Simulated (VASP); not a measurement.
# MgO (Fm-3m) in VASP: further runs

The runs below take MgO through relaxation of cell and atoms, single point, with PBE.

Everything below comes from runs of VASP 6.6.1. Logs are shortened: lines on timing, memory, paths and dates and some standing lists are left out, and cuts for length are marked.

## Step 1: The cell of the first run

The structure is cubic, space group Fm-3m (No. 225). Conventional cell: a = 4.226 Å, b = 4.226 Å, c = 4.226 Å, α = 90.00°, β = 90.00°, γ = 90.00°. Mg (site symmetry m-3m) has 6 O at 2.11 Å within 2.8 Å. Within 2.8 Å of O (site symmetry m-3m) lie 6 Mg at 2.11 Å.

## Step 2: Relaxation of cell and atoms, PBE, target pressure 8 GPa, at which the enthalpy is minimised

Input file INCAR:

```
SYSTEM = MgO
PREC = Accurate
ENCUT = 600
EDIFF = 1E-7
ISMEAR = 0
SIGMA = 0.01
LREAL = .False.
LASPH = .True.
NELM = 120
ALGO = Normal
ISIF = 3
LWAVE = .False.
LCHARG = .False.
GGA = PE
IBRION = 2
NSW = 80
EDIFFG = -0.001
PSTRESS = 80.0
GGA_COMPAT = .False.
NELMIN = 4
```

Input file KPOINTS:

```
regular mesh
0
Gamma
  10 10 10
  0 0 0
```

Input file POSCAR:

```
MgO
1.0
    0.0000000000      2.1132307038      2.1132307038
    2.1132307038      0.0000000000      2.1132307038
    2.1132307038      2.1132307038      0.0000000000
Mg O
1 1
Direct
    0.0000000000      0.0000000000      0.0000000000
    0.5000000000      0.5000000000      0.5000000000
```

Potentials or basis: VASP PAW PBE potentials, release 64 (Mg, O).

On the command line:

```bash
$ cat potpaw_PBE.64/Mg/POTCAR potpaw_PBE.64/O/POTCAR > POTCAR
$ mpirun -np 1 vasp_std > vasp.out
```

OUTCAR:

```text
SYSTEM = MgO
   PREC = Accurate
   ENCUT = 600
   EDIFF = 1E-7
   ISMEAR = 0
   LREAL = .False.
   LASPH = .True.
   NELM = 120
   ISIF = 3
   GGA = PE
   IBRION = 2
   NSW = 80
   EDIFFG = -0.001
   PSTRESS = 80.0
   NELMIN = 4

 ion  position               nearest neighbor table
   1  0.000  0.000  0.000-   2 2.11   2 2.11   2 2.11   2 2.11   2 2.11   2 2.11
   2  0.500  0.500  0.500-   1 2.11   1 2.11   1 2.11   1 2.11   1 2.11   1 2.11

  LATTYP: Found a face centered cubic cell.
 ALAT       =     4.2264614076

  Lattice vectors:

 A1 = (   0.0000000000,   2.1132307038,   2.1132307038)
 A2 = (   2.1132307038,   0.0000000000,   2.1132307038)
 A3 = (   2.1132307038,   2.1132307038,   0.0000000000)

Analysis of symmetry for initial positions (statically):
=====================================================================
 Subroutine PRICEL returns:
 Original cell was already a primitive cell.

 Routine SETGRP: Setting up the symmetry group for a
 face centered cubic supercell.

 Subroutine GETGRP returns: Found 48 space group operations
 (whereof 48 operations were pure point group operations)
 out of a pool of 48 trial point group operations.

The static configuration has the point symmetry O_h .

Analysis of symmetry for dynamics (positions and initial velocities):
=====================================================================
 Subroutine PRICEL returns:
 Original cell was already a primitive cell.

 Routine SETGRP: Setting up the symmetry group for a
 face centered cubic supercell.

 Subroutine GETGRP returns: Found 48 space group operations
 (whereof 48 operations were pure point group operations)
 out of a pool of 48 trial point group operations.

The dynamic configuration has the point symmetry O_h .

 Subroutine INISYM returns: Found 48 space group operations
 (whereof 48 operations are pure point group operations),
 and found     1 'primitive' translations

----------------------------------------------------------------------------------------

                                     Primitive cell

  volume of cell :      18.8743

  direct lattice vectors                    reciprocal lattice vectors
     0.000000000  2.113230704  2.113230704    -0.236604550  0.236604550  0.236604550
     2.113230704  0.000000000  2.113230704     0.236604550 -0.236604550  0.236604550
     2.113230704  2.113230704  0.000000000     0.236604550  0.236604550 -0.236604550

  length of vectors
[... 96 lines left out ...]
   EFERMI =   0.00;   METHOD = LEGACY
   ISMEAR =     0;   SIGMA  =   0.01  broadening in eV -4-tet -1-fermi 0-gaus
   EFERMI_NEDOS =   21; number of points for ismear=-14 and -15
   IALGO  =     38    algorithm
   IMIX   =      4    mixing-type and parameters
     AMIX     =   0.40;   BMIX     =  1.00
     AMIX_MAG =   1.60;   BMIX_MAG =  1.00
  volume/ion in A,a.u.               =       9.44        63.69
  Fermi-wavevector in a.u.,A,eV,Ry     =   1.229744  2.323879 20.575674  1.512269
  Thomas-Fermi vector in A             =   2.364619
   LORBIT       =      0    0 simple, 1 ext, 2 COOP (PROOUT), +10 PAW based schemes
   GGA     = PE    functional components
   LHFCALC =     F    Hartree Fock is set to
   AEXX    =    0.0000 exact exchange contribution
   IVDW    =     0    specifies the selected vdW correction
   LEPSILON=     F    determine dielectric tensor
   LRPA    =     F    only Hartree local field effects (RPA)
 conjugate gradient relaxation of ions
 non-spin polarized calculation
 Gauss-broadening in eV      SIGMA  =   0.01
  energy-cutoff  :      600.00
  volume of cell :       18.87
 maximum number of plane-waves:       640
   NGX = 11   NGY = 11   NGZ = 11

--------------------------------------- Ionic step        1  -------------------------------------------

 number of electron       8.0000005 magnetization

 Free energy of the ion-electron system (eV)
  ---------------------------------------------------
  ext. energy  EPLUGINS =         0.00000000
  ---------------------------------------------------
  free energy    TOTEN  =       -11.91285254 eV

  energy without entropy =      -11.91285254  energy(sigma->0) =      -11.91285254

------------------------ aborting loop because EDIFF is reached ----------------------------------------

  FORCE on cell =-STRESS in cart. coord.  units (eV):
  Direction    XX          YY          ZZ          XY          YZ          ZX
  --------------------------------------------------------------------------------------
  -------------------------------------------------------------------------------------
  Total        0.2381805      0.2381805      0.2381805     -0.0000000      0.0000000     -0.0000000
  in kB       20.2183702     20.2183702     20.2183702     -0.0000000      0.0000000     -0.0000000
  external PRESSURE =     -59.7816298 kB  Pullay stress =      80.0000000 kB
[... 63 lines left out ...]
--------------------------------------- Ionic step        3  -------------------------------------------

 number of electron       8.0000002 magnetization

 Free energy of the ion-electron system (eV)
  ---------------------------------------------------
  ext. energy  EPLUGINS =         0.00000000
  ---------------------------------------------------
  free energy    TOTEN  =       -11.89303033 eV

  energy without entropy =      -11.89303033  energy(sigma->0) =      -11.89303033

 E-fermi :   3.4426     XC(G=0): -11.1950

 val. band max:        3.3711655804   @ k =   0.0000   0.0000   0.0000
 cond. band min:       8.3418830247   @ k =   0.0000   0.0000   0.0000
 fundamental gap:      4.9707174443
 Fermi energy:         3.4425645481

 k-point     1 :       0.0000    0.0000    0.0000
  band No.  band energies     occupation
      1     -14.0187      2.00000
      2       3.3712      2.00000
      3       3.3712      2.00000
      4       3.3712      2.00000
      5       8.3419      0.00000
      6      19.3130      0.00000
      7      19.3130      0.00000
      8      19.3130      0.00000
[... 243 lines left out ...]
 k-point    24 :       0.4000    0.3000    0.0000
  band No.  band energies     occupation
      1     -12.7248      2.00000
      2      -0.2843      2.00000
      3       2.0327      2.00000
      4       2.2575      2.00000
      5      13.1705      0.00000
      6      13.6522      0.00000
      7      17.2397      0.00000
      8      21.8768      0.00000

 [... further k-points ...]

------------------------ aborting loop because EDIFF is reached ----------------------------------------

  FORCE on cell =-STRESS in cart. coord.  units (eV):
  Direction    XX          YY          ZZ          XY          YZ          ZX
  --------------------------------------------------------------------------------------
  -------------------------------------------------------------------------------------
  Total        0.9106727      0.9106727      0.9106727      0.0000000     -0.0000000     -0.0000000
  in kB       80.0399380     80.0399380     80.0399380      0.0000000     -0.0000000     -0.0000000
  external PRESSURE =       0.0399380 kB  Pullay stress =      80.0000000 kB
[... 21 lines left out ...]
  energy  without entropy=      -11.8930303343  energy(sigma->0) =      -11.89303033

  enthalpy is  TOTEN    =       -10.9828120114 eV   P V=        0.9102183229

 reached required accuracy - stopping structural energy minimisation
```

OSZICAR:

```text
N       E                     dE             d eps       ncg     rms          rms(c)
DAV:   1     0.166271708226E+02    0.16627E+02   -0.53417E+03   864   0.101E+03
DAV:   2    -0.129955588086E+02   -0.29623E+02   -0.27779E+02   896   0.151E+02
DAV:   3    -0.134685063828E+02   -0.47295E+00   -0.47295E+00   928   0.208E+01
[... 22 lines left out ...]
DAV:   3    -0.118931020096E+02    0.11024E-03   -0.67876E-04   816   0.343E-01    0.540E-02
DAV:   4    -0.118930322008E+02    0.69809E-04   -0.74286E-05   816   0.972E-02    0.113E-02
DAV:   5    -0.118930305742E+02    0.16266E-05   -0.75868E-06   784   0.216E-02    0.284E-03
DAV:   6    -0.118930303564E+02    0.21779E-06   -0.85302E-08   480   0.315E-03    0.219E-04
DAV:   7    -0.118930303343E+02    0.22107E-07   -0.33598E-09   392   0.590E-04
   3 F= -.10982812E+02 E0= -.10982812E+02  d E =-.123917E-01
```

It took 7.3 s on 1 thread of Intel Xeon 6975P-C (Granite Rapids), shared host; peak memory 0.15 GiB.

What came out:

```
Free energy                                            : -11.8930 eV
Relaxed volume                                         : 9.11 Å³/atom
Relaxed cell                                           : a = 2.954 Å, b = 2.954 Å, c = 2.954 Å, α = 60.00°, β = 60.00°, γ = 60.00°
Space group after relaxing (to 0.05 Å)                 : Fm-3m (No. 225)
Energy change on relaxing (the enthalpy is what falls) : +9.9 meV/atom
Ionic steps                                            : 3
Pressure after relaxing                                : 8.0 GPa
Band gap on the k mesh                                 : 4.97 eV, direct
```

Step by step:
| step | energy change (eV) | largest force (eV/Å) | pressure (GPa) | volume (Å³) |
| --- | --- | --- | --- | --- |
| 1 | 0.0000 | 0.0000 | 2.02 | 18.87 |
| 2 | 0.0378 | 0.0000 | 11.17 | 17.93 |
| 3 | 0.0198 | 0.0000 | 8.00 | 18.23 |

Final structure:
```
Mg O
1.0
     0.00000    2.08887    2.08887
     2.08887    0.00000    2.08887
     2.08887    2.08887    0.00000
Mg O
1 1
Direct
  0.00000 0.00000 0.00000
  0.50000 0.50000 0.50000
```

Caveat: the cell is relaxed towards a set pressure, so the enthalpy falls and the energy may rise. As with any semilocal functional, this PBE gap is likely too small.

## Step 3: Relaxation of cell and atoms, PBE, target pressure 3 GPa, at which the enthalpy is minimised

This run uses another cell than the first one, of 9.62 Å³/atom, 1.020 times its volume.

Input file INCAR:

```
SYSTEM = MgO
PREC     = Accurate       ! precision mode
ENCUT    = 600            ! plane-wave cutoff, eV
EDIFF    = 1E-7           ! SCF threshold, eV
ISMEAR   = 0              ! smearing method
SIGMA    = 0.01           ! smearing width, eV
LREAL    = .FALSE.        ! projectors in reciprocal space
LASPH    = .TRUE.         ! aspherical terms in the spheres
NELM     = 120            ! most SCF steps
ALGO     = Normal         ! electronic algorithm
ISIF     = 3              ! what is computed and relaxed
LWAVE    = .FALSE.        ! write WAVECAR
LCHARG   = .FALSE.        ! write CHGCAR
GGA      = PE             ! functional
IBRION   = 2              ! ionic algorithm
NSW      = 80             ! ionic steps
EDIFFG   = -0.001         ! ionic threshold
PSTRESS  = 30.0         
GGA_COMPAT= .FALSE.      
NELMIN   = 4
```

Input file KPOINTS:

```
Automatic mesh
0
G
  10 10 10
  0 0 0
```

Input file POSCAR:

```
MgO
1.0
    0.0000000000      2.1269229054      2.1269229054
    2.1269229054      0.0000000000      2.1269229054
    2.1269229054      2.1269229054      0.0000000000
Mg O
1 1
Direct
    0.0000000000      0.0000000000      0.0000000000
    0.5000000000      0.5000000000      0.5000000000
```

Potentials or basis: VASP PAW PBE potentials, release 64 (Mg, O).

On the command line:

```bash
$ cat potpaw_PBE.64/Mg/POTCAR potpaw_PBE.64/O/POTCAR > POTCAR
$ mpirun -np 1 vasp_std > vasp.out
```

Wall time 6.8 s (1 thread of Intel Xeon 6975P-C (Granite Rapids), shared host); peak memory 0.15 GiB.

The run converged. Its results:

* Free energy: -11.9119 eV
* Relaxed volume: 9.38 Å³/atom
* Relaxed cell: a = 2.982 Å, b = 2.982 Å, c = 2.982 Å, α = 60.00°, β = 60.00°, γ = 60.00°
* Space group after relaxing (to 0.05 Å): Fm-3m (No. 225)
* Energy change on relaxing (the enthalpy is what falls): +1.5 meV/atom
* Ionic steps: 3
* Pressure after relaxing: 3.0 GPa
* Band gap on the k mesh: 4.69 eV, direct

Step by step:
| step | energy change (eV) | largest force (eV/Å) | pressure (GPa) | volume (Å³) |
| --- | --- | --- | --- | --- |
| 1 | 0.0000 | 0.0000 | -1.01 | 19.24 |
| 2 | 0.0071 | 0.0000 | 4.60 | 18.58 |
| 3 | 0.0029 | 0.0000 | 2.99 | 18.76 |

Final structure:
```
Mg O
1.0
     0.00000    2.10893    2.10893
     2.10893    0.00000    2.10893
     2.10893    2.10893    0.00000
Mg O
1 1
Direct
  0.00000 0.00000 0.00000
  0.50000 0.50000 0.50000
```

Levels at points of the mesh, in eV from the valence-band top:
| k point | band 1 | band 2 | band 3 | band 4 | band 5 | band 6 | band 7 | band 8 |
| --- | --- | --- | --- | --- | --- | --- | --- | --- |
| (0.00, 0.00, 0.00) | -17.24 | 0.00 | 0.00 | 0.00 | 4.69 | 15.78 | 15.78 | 15.78 |
| (0.50, 0.00, 0.00) | -15.97 | -4.60 | -0.65 | -0.65 | 7.87 | 12.56 | 16.27 | 16.27 |
| (0.50, 0.50, 0.00) | -15.71 | -4.07 | -1.34 | -1.34 | 9.12 | 9.93 | 13.06 | 18.91 |

Caveat: the cell is relaxed towards a set pressure, so the enthalpy falls and the energy may rise. A hybrid or GW would open this gap; PBE tends to underestimate it.

## Step 4: Single point, PBE

This run uses another cell than the first one, of 9.27 Å³/atom, 0.982 times its volume.

Input file INCAR:

```
SYSTEM = MgO
ALGO = Normal
EDIFF = 1E-6
ENCUT = 600
GGA = PE
GGA_COMPAT = .FALSE.
ISIF = 2
ISMEAR = 0
LASPH = .TRUE.
LCHARG = .TRUE.
LELF = .TRUE.
LREAL = .FALSE.
LVHAR = .TRUE.
LWAVE = .FALSE.
NBANDS = 11
NELM = 120
PREC = Accurate
SIGMA = 0.01
```

Input file KPOINTS:

```
k-points
0
G
  10 10 10
  0 0 0
```

Input file POSCAR:

```
MgO
1.0
    0.0000000000      2.1006416989      2.1006416989
    2.1006416989      0.0000000000      2.1006416989
    2.1006416989      2.1006416989      0.0000000000
Mg O
1 1
Direct
    0.0000000000      0.0000000000      0.0000000000
    0.5000000000      0.5000000000      0.5000000000
```

On the command line:

```bash
$ cat potpaw_PBE.64/Mg/POTCAR potpaw_PBE.64/O/POTCAR > POTCAR
$ mpirun -np 1 vasp_std > vasp.out
```

Wall time 11 s (1 thread of Intel Xeon Platinum 8488C (Sapphire Rapids), shared host); peak memory 0.14 GiB.

The run converged. Its results:

| Item | Value |
| --- | --- |
| Free energy | -11.9047 eV |
| Pressure | 5.0 GPa |
| Band gap on the k mesh | 4.80 eV, direct |

Levels at points of the mesh, in eV from the valence-band top:
| k point | band 2 | band 3 | band 4 | band 5 | band 6 | band 7 |
| --- | --- | --- | --- | --- | --- | --- |
| (0.00, 0.00, 0.00) | 0.00 | 0.00 | 0.00 | 4.80 | 15.85 | 15.85 |
| (0.50, 0.00, 0.00) | -4.65 | -0.66 | -0.66 | 7.95 | 12.69 | 16.39 |
| (0.50, 0.50, 0.00) | -4.12 | -1.36 | -1.36 | 9.13 | 10.06 | 13.18 |

As with any semilocal functional, this PBE gap is likely too small.

## Step 5: Relaxation of cell and atoms, PBE, target pressure 6 GPa, at which the enthalpy is minimised

This run uses another cell than the first one, of 9.62 Å³/atom, 1.020 times its volume.

Input file INCAR:

```
SYSTEM = MgO
ALGO = Normal
EDIFF = 1E-7
EDIFFG = -0.001
ENCUT = 600
GGA = PE
GGA_COMPAT = .FALSE.
IBRION = 2
ISIF = 3
ISMEAR = 0
LASPH = .TRUE.
LCHARG = .FALSE.
LREAL = .FALSE.
LWAVE = .FALSE.
NELM = 120
NELMIN = 4
NSW = 80
PREC = Accurate
PSTRESS = 60.0
SIGMA = 0.01
```

KPOINTS is that of step 4.

Input file POSCAR:

```
MgO
1.0
    0.0000000000      2.1269229054      2.1269229054
    2.1269229054      0.0000000000      2.1269229054
    2.1269229054      2.1269229054      0.0000000000
Mg O
1 1
Direct
    0.0000000000      0.0000000000      0.0000000000
    0.5000000000      0.5000000000      0.5000000000
```

On the command line:

```bash
$ cat potpaw_PBE.64/Mg/POTCAR potpaw_PBE.64/O/POTCAR > POTCAR
$ mpirun -np 1 vasp_std > vasp.out
```

Run time: 16 s. Hardware: 1 thread of Intel Xeon Platinum 8488C (Sapphire Rapids), shared host; peak memory 0.15 GiB.

It converged, with:

- Free energy: -11.9028 eV
- Relaxed volume: 9.22 Å³/atom
- Relaxed cell: a = 2.965 Å, b = 2.965 Å, c = 2.965 Å, α = 60.00°, β = 60.00°, γ = 60.00°
- Space group after relaxing (to 0.05 Å): Fm-3m (No. 225)
- Energy change on relaxing (the enthalpy is what falls): +6.0 meV/atom
- Ionic steps: 3
- Pressure after relaxing: 6.0 GPa
- Band gap on the k mesh: 4.86 eV, direct

The path:
```tsv
step	energy change (eV)	largest force (eV/Å)	pressure (GPa)	volume (Å³)
1	0.0000	0.0000	-1.01	19.24
2	0.0282	0.0000	9.37	18.09
3	0.0121	0.0000	6.00	18.43
```

Final structure:
```yaml
crystal:
  lattice:
    - [0.00000, 2.09658, 2.09658]
    - [2.09658, 0.00000, 2.09658]
    - [2.09658, 2.09658, 0.00000]
  atoms:
    - { symbol: Mg, position: [0.00000, 0.00000, 0.00000] }
    - { symbol: O, position: [0.50000, 0.50000, 0.50000] }
```

Levels at points of the mesh, in eV from the valence-band top:
```tsv
k point	band 2	band 3	band 4	band 5	band 6	band 7
(0.00, 0.00, 0.00)	0.00	0.00	0.00	4.86	15.88	15.88
(0.50, 0.00, 0.00)	-4.67	-0.67	-0.67	7.99	12.76	16.45
(0.50, 0.50, 0.00)	-4.14	-1.37	-1.37	9.14	10.12	13.24
```

Caveat: the cell is relaxed towards a set pressure, so the enthalpy falls and the energy may rise. A hybrid or GW would open this gap; PBE tends to underestimate it.

## Step 6: The runs side by side

| task | cell | gap on the mesh (eV) | pressure (GPa) |
| --- | --- | --- | --- |
| relaxation of cell and atoms | relaxed to 8 GPa from a = 2.989 Å, angles 60.0°, 2 atoms | 4.97 | 8.0 |
| relaxation of cell and atoms | relaxed to 3 GPa from a = 3.008 Å, angles 60.0°, 2 atoms | 4.69 | 3.0 |
| single point | a = 2.971 Å, angles 60.0°, 2 atoms | 4.80 | 5.0 |
| relaxation of cell and atoms | relaxed to 6 GPa from a = 3.008 Å, angles 60.0°, 2 atoms | 4.86 | 6.0 |

Alike in all rows: level PBE; potentials or basis VASP PAW PBE potentials, release 64 (Mg, O); no spin polarisation; k mesh 10 × 10 × 10; cutoff (eV) 600; smearing gaussian 0.01 eV.

Caveats: the cell is relaxed towards a set pressure, so the enthalpy falls and the energy may rise (some runs).

Total energies depend on the potentials used, so only differences within one code and one set of settings carry meaning.
